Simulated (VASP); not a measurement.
# AlN (P6_3mc) in VASP: notebook

The runs below take AlN through single point, with LDA.

All numbers are computed with VASP 6.6.1; they aren't measurements. Logs are shortened: lines on timing, memory, paths and dates and some standing lists are left out, and cuts for length are marked.

**Experimental background.**

From “Structural and optical properties of self-assembled AlN nanowires grown on SiO2/Si substrates by molecular beam epitaxy”, 2024, arxiv:2402.00216, for a bulk crystal of AlN at 0 K: band gap 6.0343 eV (an exciton energy, a little under the gap).

How close the calculation comes is told below.

## Step 1: The cell of the first run

Symmetry: P6_3mc, No. 186, hexagonal system. The conventional cell has a = 3.058 Å, b = 3.058 Å, c = 4.944 Å, α = 90.00°, β = 90.00°, γ = 120.00°. Within 2.5 Å of Al (site symmetry 3m) lie 4 N at 1.86 to 1.88 Å. N (site symmetry 3m) has 4 Al at 1.86 to 1.88 Å within 2.5 Å.

## Step 2: Single point, LDA

INCAR

```
SYSTEM = AlN
PREC     = Accurate       ! precision mode
ENCUT    = 520            ! plane-wave cutoff, eV
EDIFF    = 1E-6           ! SCF threshold, eV
ISMEAR   = 0              ! smearing method
SIGMA    = 0.05           ! smearing width, eV
LREAL    = .False.        ! projectors in reciprocal space
LASPH    = .True.         ! aspherical terms in the spheres
NELM     = 80             ! most SCF steps
ALGO     = Normal         ! electronic algorithm
ISIF     = 2              ! what is computed and relaxed
LWAVE    = .False.        ! write WAVECAR
LCHARG   = .False.        ! write CHGCAR
GGA      = CA             ! functional
NBANDS   = 16             ! bands
```

KPOINTS

```
regular mesh
0
Gamma
  9 9 6
  0 0 0
```

POSCAR

```
AlN
1.0
    3.0577000000      0.0000000000      0.0000000000
   -1.5288500000      2.6480458772      0.0000000000
    0.0000000000      0.0000000000      4.9435842660
Al N
2 2
Direct
    0.3333333333      0.6666666667      0.0024643417
    0.6666666667      0.3333333333      0.5024643417
    0.3333333333      0.6666666667      0.3825356583
    0.6666666667      0.3333333333      0.8825356583
```

Potentials or basis: VASP PAW LDA potentials, release 64 (Al, N).

Launch:

```
> cat potpaw_LDA.64/Al/POTCAR potpaw_LDA.64/N/POTCAR > POTCAR
> mpirun -np 1 vasp_std > vasp.out
```

OUTCAR:

```text
SYSTEM = AlN
   PREC = Accurate
   ENCUT = 520
   EDIFF = 1E-6
   ISMEAR = 0
   LREAL = .False.
   LASPH = .True.
   NELM = 80
   ISIF = 2
   GGA = CA

 ion  position               nearest neighbor table
   1  0.333  0.667  0.002-   4 1.86   4 1.86   4 1.86   3 1.88   2 3.04   2 3.04   2 3.04   2 3.04
                             2 3.04   2 3.04
   2  0.667  0.333  0.502-   3 1.86   3 1.86   3 1.86   4 1.88   1 3.04   1 3.04   1 3.04   1 3.04
                             1 3.04   1 3.04
   3  0.333  0.667  0.383-   2 1.86   2 1.86   2 1.86   1 1.88
   4  0.667  0.333  0.883-   1 1.86   1 1.86   1 1.86   2 1.88

  LATTYP: Found a hexagonal cell.
 ALAT       =     3.0577000000
 C/A-ratio  =     1.6167656297

  Lattice vectors:

 A1 = (   3.0577000000,   0.0000000000,   0.0000000000)
 A2 = (  -1.5288500000,   2.6480458772,   0.0000000000)
 A3 = (   0.0000000000,   0.0000000000,   4.9435842660)

Analysis of symmetry for initial positions (statically):
=====================================================================
 Subroutine PRICEL returns:
 Original cell was already a primitive cell.

 Routine SETGRP: Setting up the symmetry group for a
 hexagonal supercell.

 Subroutine GETGRP returns: Found 12 space group operations
 (whereof  6 operations were pure point group operations)
 out of a pool of 24 trial point group operations.

The static configuration has the point symmetry C_3v.
 The point group associated with its full space group is C_6v.

Analysis of symmetry for dynamics (positions and initial velocities):
=====================================================================
 Subroutine PRICEL returns:
 Original cell was already a primitive cell.

 Routine SETGRP: Setting up the symmetry group for a
 hexagonal supercell.

 Subroutine GETGRP returns: Found 12 space group operations
 (whereof  6 operations were pure point group operations)
 out of a pool of 24 trial point group operations.

The dynamic configuration has the point symmetry C_3v.
 The point group associated with its full space group is C_6v.

 Subroutine INISYM returns: Found 12 space group operations
 (whereof  6 operations are pure point group operations),
 and found     1 'primitive' translations

----------------------------------------------------------------------------------------

                                     Primitive cell

  volume of cell :      40.0279

  direct lattice vectors                    reciprocal lattice vectors
     3.057700000  0.000000000  0.000000000     0.327043202  0.188818481  0.000000000
    -1.528850000  2.648045877  0.000000000     0.000000000  0.377636962  0.000000000
     0.000000000  0.000000000  4.943584266     0.000000000  0.000000000  0.202282382

  length of vectors
     3.057700000  3.057700000  4.943584266     0.377636962  0.377636962  0.202282382

  position of ions in fractional coordinates (direct lattice)
     0.333333333  0.666666667  0.002464342
     0.666666667  0.333333333  0.502464342
     0.333333333  0.666666667  0.382535658
     0.666666667  0.333333333  0.882535658

  ion indices of the primitive-cell ions
   primitive index   ion index
                 1           1
                 2           2
                 3           3
                 4           4

----------------------------------------------------------------------------------------

 KPOINTS: regular mesh

Automatic generation of k-mesh.
 Grid dimensions read from file:
 generate k-points for:    9    9    6

 Generating k-lattice:

  Cartesian coordinates                     Fractional coordinates (reciprocal lattice)
     0.036338134  0.020979831  0.000000000     0.111111111  0.000000000  0.000000000
     0.000000000  0.041959662  0.000000000     0.000000000  0.111111111  0.000000000
     0.000000000  0.000000000  0.033713730     0.000000000  0.000000000  0.166666667

  Length of vectors
     0.041959662  0.041959662  0.033713730

  Shift w.r.t. Gamma in fractional coordinates (k-lattice)
     0.000000000  0.000000000  0.000000000

 Subroutine IBZKPT returns following result:
 ===========================================

 Found     48 irreducible k-points:

 Following reciprocal coordinates:
            Coordinates               Weight
  0.000000  0.000000  0.000000      1.000000
  0.111111  0.000000  0.000000      6.000000
  0.222222  0.000000  0.000000      6.000000
  0.333333  0.000000  0.000000      6.000000
  0.444444  0.000000  0.000000      6.000000
  0.111111  0.111111  0.000000      6.000000
[... 16 lines left out ...]
  0.333333  0.222222  0.166667     24.000000
  0.333333  0.333333  0.166667      4.000000
 [... further k-points ...]
   k-points           NKPTS =     48   k-points in BZ     NKDIM =     48   number of bands    NBANDS=     16
   number of dos      NEDOS =    301   number of ions     NIONS =      4
   total plane-waves  NPLWV =  23040
   dimension x,y,z NGX =    24 NGY =   24 NGZ =   40
[... 37 lines left out ...]
  Thomas-Fermi vector in A             =   2.341626
   LORBIT       =      0    0 simple, 1 ext, 2 COOP (PROOUT), +10 PAW based schemes
   GGA     = CA    functional components
   LHFCALC =     F    Hartree Fock is set to
   AEXX    =    0.0000 exact exchange contribution
   IVDW    =     0    specifies the selected vdW correction
   LEPSILON=     F    determine dielectric tensor
   LRPA    =     F    only Hartree local field effects (RPA)
 non-spin polarized calculation
 Gauss-broadening in eV      SIGMA  =   0.05
  energy-cutoff  :      520.00
  volume of cell :       40.03
 maximum number of plane-waves:      1102
 NGX is ok and might be reduce to    24
   NGX = 11   NGY = 11   NGZ = 19

 number of electron      15.9999996 magnetization

 Free energy of the ion-electron system (eV)
  ---------------------------------------------------
  ext. energy  EPLUGINS =         0.00000000
  ---------------------------------------------------
  free energy    TOTEN  =       -32.82290152 eV

  energy without entropy =      -32.82290152  energy(sigma->0) =      -32.82290152

 E-fermi :   6.5251     XC(G=0): -11.4322

 val. band max:        6.2468439409   @ k =   0.0000   0.0000   0.0000
 cond. band min:      10.9069462854   @ k =   0.0000   0.0000   0.0000
 fundamental gap:      4.6601023445
 Fermi energy:         6.5251356269

 k-point     1 :       0.0000    0.0000    0.0000
  band No.  band energies     occupation
      1      -8.9832      2.00000
      2      -6.6694      2.00000
      3       0.0272      2.00000
      4       5.4707      2.00000
      5       5.4707      2.00000
      6       6.1074      2.00000
[... 8 lines left out ...]
     15      19.6975      0.00000
     16      19.6975      0.00000

 k-point     2 :       0.1111    0.0000    0.0000
  band No.  band energies     occupation
      1      -8.8137      2.00000
      2      -6.5698      2.00000
      3       0.2230      2.00000
      4       4.7367      2.00000
      5       5.2624      2.00000
      6       5.4326      2.00000
[... 8 lines left out ...]
     15      19.4959      0.00000
     16      19.6577      0.00000

 k-point     3 :       0.2222    0.0000    0.0000
  band No.  band energies     occupation
      1      -8.3307      2.00000
      2      -6.3172      2.00000
      3       0.7921      2.00000
      4       3.1677      2.00000
      5       4.1385      2.00000
      6       4.8378      2.00000
[... 8 lines left out ...]
     15      18.6703      0.00000
     16      19.4592      0.00000

 k-point     4 :       0.3333    0.0000    0.0000
  band No.  band energies     occupation
      1      -7.6272      2.00000
      2      -6.0655      2.00000
      3       1.6606      2.00000
      4       1.6645      2.00000
      5       2.8905      2.00000
      6       4.4446      2.00000
[... 8 lines left out ...]
     15      18.6006      0.00000
     16      20.9842      0.00000
[... 324 lines left out ...]
 k-point    22 :       0.2222    0.2222    0.1667
  band No.  band energies     occupation
      1      -7.1789      2.00000
      2      -6.0722      2.00000
      3       1.5537      2.00000
      4       1.8146      2.00000
      5       3.0763      2.00000
      6       3.5827      2.00000
[... 8 lines left out ...]
     15      18.7703      0.00000
     16      21.5375      0.00000

 k-point    23 :       0.3333    0.2222    0.1667
  band No.  band energies     occupation
      1      -6.5953      2.00000
      2      -6.0505      2.00000
      3       1.1132      2.00000
      4       1.8453      2.00000
      5       2.6897      2.00000
      6       3.7043      2.00000
[... 8 lines left out ...]
     15      19.2938      0.00000
     16      21.4339      0.00000

 k-point    24 :       0.3333    0.3333    0.1667
  band No.  band energies     occupation
      1      -6.2145      2.00000
      2      -6.2145      2.00000
      3       1.3786      2.00000
      4       2.0204      2.00000
      5       2.0204      2.00000
      6       3.4475      2.00000
[... 8 lines left out ...]
     15      19.5361      0.00000
     16      21.7936      0.00000

 [... further k-points ...]
[... 5 lines left out ...]
  --------------------------------------------------------------------------------------
  -------------------------------------------------------------------------------------
  Total        1.5878710      1.5878710      0.7520747      0.0000000     -0.0000000      0.0000000
  in kB       63.5570139     63.5570139     30.1029623      0.0000000     -0.0000000      0.0000000
  external PRESSURE =      52.4056633 kB  Pullay stress =       0.0000000 kB

 VOLUME and BASIS-vectors are now :
 -----------------------------------------------------------------------------
  energy-cutoff  :      520.00
  volume of cell :       40.03
      direct lattice vectors                 reciprocal lattice vectors
     3.057700000  0.000000000  0.000000000     0.327043202  0.188818481  0.000000000
    -1.528850000  2.648045877  0.000000000     0.000000000  0.377636962  0.000000000
     0.000000000  0.000000000  4.943584266     0.000000000  0.000000000  0.202282382

 POSITION                                       TOTAL-FORCE (eV/Angst)
 -----------------------------------------------------------------------------------
     -0.00000      1.76536      0.01218         0.000000      0.000000     -0.000945
      1.52885      0.88268      2.48397         0.000000      0.000000     -0.000945
     -0.00000      1.76536      1.89110        -0.000000      0.000000      0.000945
      1.52885      0.88268      4.36289        -0.000000     -0.000000      0.000945
 -----------------------------------------------------------------------------------
    total drift:                               -0.000000     -0.000000     -0.000382

  FREE ENERGIE OF THE ION-ELECTRON SYSTEM (eV)
  ---------------------------------------------------
  free  energy   TOTEN  =       -32.8229015172 eV

  energy  without entropy=      -32.8229015172  energy(sigma->0) =      -32.82290152
```

Wall time 7.7 s (1 thread of Intel Xeon 6975P-C (Granite Rapids), shared host); peak memory 0.14 GiB.

What came out:

```
Free energy            : -32.8229 eV
Pressure               : 5.2 GPa
Band gap on the k mesh : 4.66 eV, direct
```

Levels at points of the mesh, in eV from the valence-band top:
```
           k point  band 5  band 6  band 7  band 8  band 9  band 10  band 11  band 12
(0.00, 0.00, 0.00)   -0.78   -0.14   -0.14    0.00    4.66     7.07    10.81    11.41
(0.00, 0.00, 0.50)   -0.47   -0.47   -0.47   -0.47    6.88     6.88    10.51    10.51
```

## Step 3: Single point, LDA

This run uses another cell than the first one, of 9.97 Å³/atom, 0.996 times its volume.

INCAR

```
ALGO = Normal ; EDIFF = 1E-6
ENCUT = 520 ; ISIF = 2
ISMEAR = 0 ; LASPH = T
LCHARG = F ; LREAL = F
LWAVE = F ; NBANDS = 16
NELM = 80 ; PREC = Accurate
SIGMA = 0.05
```

KPOINTS

```
k-points
0
Gamma
  9 9 6
```

POSCAR

```
AlN
1.0
    3.1813000000      0.0000000000      0.0000000000
   -1.5906500000      2.7550866171      0.0000000000
    0.0000000000      0.0000000000      4.5481000000
Al N
2 2
Direct
    0.3333333333      0.6666666667     -0.0138009667
    0.6666666667      0.3333333333      0.4861990333
    0.3333333333      0.6666666667      0.3988009667
    0.6666666667      0.3333333333      0.8988009667
```

Potentials or basis: VASP PAW LDA potentials, release 64 (Al, N).

Launch:

```
> cat potpaw_LDA.64/Al/POTCAR potpaw_LDA.64/N/POTCAR > POTCAR
> mpirun -np 1 vasp_std > vasp.out
```

Run time: 7.2 s. Hardware: 1 thread of Intel Xeon 6975P-C (Granite Rapids), shared host; peak memory 0.14 GiB.

The run converged. Its results:

* Free energy: -32.6208 eV
* Pressure: 2.3 GPa
* Largest force: 0.015 eV/Å
* Band gap on the k mesh: 3.85 eV, direct

Forces in eV/Å, atoms in the order of the input:
```
Al   0.000  0.000 -0.015
Al   0.000  0.000 -0.015
N    0.000  0.000  0.015
N    0.000  0.000  0.015
```

Stress tensor (GPa, compression positive):
```
-3.40  0.00  0.00
 0.00 -3.40  0.00
 0.00  0.00 13.67
```

Levels at points of the mesh, in eV from the valence-band top:
| k point | band 6 | band 7 | band 8 | band 9 | band 10 | band 11 |
| --- | --- | --- | --- | --- | --- | --- |
| (0.00, 0.00, 0.00) | -1.17 | -1.17 | 0.00 | 3.85 | 5.30 | 9.46 |
| (0.00, 0.00, 0.50) | -1.72 | -1.72 | -1.72 | 5.84 | 5.84 | 9.78 |

## Step 4: Single point, LDA

This run uses another cell than the first one, of 10.20 Å³/atom, 1.019 times its volume.

INCAR

```
SYSTEM = AlN
ALGO = Normal ; EDIFF = 1E-6
ENCUT = 520 ; GGA = CA
ISIF = 2 ; ISMEAR = 0
LASPH = .True. ; LCHARG = .False.
LREAL = .False. ; LWAVE = .False.
NBANDS = 16 ; NELM = 80
PREC = Accurate ; SIGMA = 0.05
```

KPOINTS

```
k-points
0
Gamma
  9 9 6
  0 0 0
```

POSCAR

```
AlN
1.0
    3.1504000000      0.0000000000      0.0000000000
   -1.5752000000      2.7283264321      0.0000000000
    0.0000000000      0.0000000000      4.7458000000
Al N
2 2
Direct
    0.3333333333      0.6666666667     -0.0052580910
    0.6666666667      0.3333333333      0.4947419090
    0.3333333333      0.6666666667      0.3902580910
    0.6666666667      0.3333333333      0.8902580910
```

Launch:

```
> cat potpaw_LDA.64/Al/POTCAR potpaw_LDA.64/N/POTCAR > POTCAR
> mpirun -np 1 vasp_std > vasp.out
```

Wall time 7.2 s (1 thread of Intel Xeon 6975P-C (Granite Rapids), shared host); peak memory 0.14 GiB.

It converged, with:

```yaml
Free_energy: -32.7663 eV
Pressure: -0.4 GPa
Largest_force: 0.010 eV/Å
Band_gap_on_the_k_mesh: 4.05 eV, direct
```

Forces on the atoms (eV/Å):
```
Al   0.000  0.000 -0.010
Al   0.000  0.000 -0.010
N    0.000  0.000  0.010
N    0.000  0.000  0.010
```

Stress tensor (GPa, compression positive):
```
-4.85  0.00  0.00
 0.00 -4.85  0.00
 0.00  0.00  8.64
```

Levels at points of the mesh, in eV from the valence-band top:
```
           k point  band 4  band 5  band 6  band 7  band 8  band 9  band 10  band 11  band 12  band 13
(0.00, 0.00, 0.00)   -1.59   -1.59   -0.74   -0.74    0.00    4.05     5.83    10.14    10.14    10.71
(0.00, 0.00, 0.50)   -3.42   -1.18   -1.18   -1.18   -1.18    6.07     6.07    10.19    10.19    10.46
```

## Step 5: Single point, LDA

This run uses another cell than the first one, of 12.13 Å³/atom, 1.212 times its volume.

INCAR

```
PREC = Accurate ; ENCUT = 520
EDIFF = 1E-7 ; ISMEAR = 0
SIGMA = 0.05 ; LREAL = False
LASPH = True ; NELM = 60
ALGO = Normal ; ISIF = 2
LWAVE = False ; LCHARG = False
GGA = CA ; NBANDS = 16
```

KPOINTS

```
regular mesh
0
Gamma
  9 9 6
```

POSCAR

```
AlN
1.0
    3.1813000000      0.0000000000      0.0000000000
   -1.5906500000      2.7550866171      0.0000000000
    0.0000000000      0.0000000000      5.5368000000
Al N
2 2
Direct
    0.3333333333      0.6666666667      0.0029606450
    0.6666666667      0.3333333333      0.5029606450
    0.3333333333      0.6666666667      0.3820393550
    0.6666666667      0.3333333333      0.8820393550
```

Launch:

```
> cat potpaw_LDA.64/Al/POTCAR potpaw_LDA.64/N/POTCAR > POTCAR
> mpirun -np 1 vasp_std > vasp.out
```

Run time: 33 s. Hardware: 1 thread of AMD EPYC 7R43 (Zen 3), shared host; peak memory 0.12 GiB.

The run converged. Its results:

```yaml
Free_energy: -32.0061 eV
Pressure: -24.3 GPa
Largest_force: 0.015 eV/Å
Band_gap_on_the_k_mesh: 2.84 eV, direct
```

Forces in eV/Å, atoms in the order of the input:
```
Al   0.000  0.000  0.015
Al   0.000  0.000  0.015
N    0.000  0.000 -0.015
N    0.000  0.000 -0.015
```

Stress tensor (GPa, compression positive):
```
-18.06   0.00   0.00
  0.00 -18.06   0.00
  0.00   0.00 -36.74
```

Levels at points of the mesh, in eV from the valence-band top:
```tsv
k point	band 5	band 6	band 7	band 8	band 9	band 10	band 11	band 12
(0.00, 0.00, 0.00)	-0.42	-0.22	0.00	0.00	2.84	6.10	8.93	10.31
(0.00, 0.00, 0.50)	-0.22	-0.22	-0.22	-0.22	5.44	5.44	8.75	8.75
```

As with any semilocal functional, this LDA gap is likely too small.

## Step 6: The runs side by side

```tsv
cell	gap on the mesh (eV)	pressure (GPa)	largest force (eV/Å)
a = 3.058, b = 3.058, c = 4.944 Å, angles 90.0, 90.0, 120.0°, 4 atoms	4.66	5.2	-
a = 3.181, b = 3.181, c = 4.548 Å, angles 90.0, 90.0, 120.0°, 4 atoms	3.85	2.3	0.02
a = 3.150, b = 3.150, c = 4.746 Å, angles 90.0, 90.0, 120.0°, 4 atoms	4.05	-0.4	0.01
a = 3.181, b = 3.181, c = 5.537 Å, angles 90.0, 90.0, 120.0°, 4 atoms	2.84	-24.3	0.02
```

Alike in all rows: task single point; level LDA; potentials or basis VASP PAW LDA potentials, release 64 (Al, N); no spin polarisation; k mesh 9 × 9 × 6; cutoff (eV) 520; smearing gaussian 0.05 eV.

Total energies depend on the potentials used, so only differences within one code and one set of settings carry meaning.

## Step 7: Against experiment

Step 3. Against the measured gap of AlN, 6.0343 eV (an exciton energy, a little under the gap; 0 K; quoted in “Structural and optical properties of self-assembled AlN nanowires grown on SiO2/Si substrates by molecular beam epitaxy”, 2024, arxiv:2402.00216), the calculated 3.85 eV is off by -2.18 eV. 2 values of this kind are on record (6.034 to 6.0343 eV); this one was drawn at random. The value is that of LDA on a finite k mesh, which can miss the band edges, without temperature or zero-point motion. Semilocal functionals fall short of measured gaps as a rule.

Step 4. Measured gap of AlN: 6.0343 eV (an exciton energy, a little under the gap; 0 K; quoted in “Structural and optical properties of self-assembled AlN nanowires grown on SiO2/Si substrates by molecular beam epitaxy”, 2024, arxiv:2402.00216). This calculation gives 4.05 eV (-1.99 eV). 2 values of this kind are on record (6.034 to 6.0343 eV); this one was drawn at random. The value is that of LDA on a finite k mesh, which can miss the band edges, without temperature or zero-point motion. Semilocal functionals fall short of measured gaps as a rule.
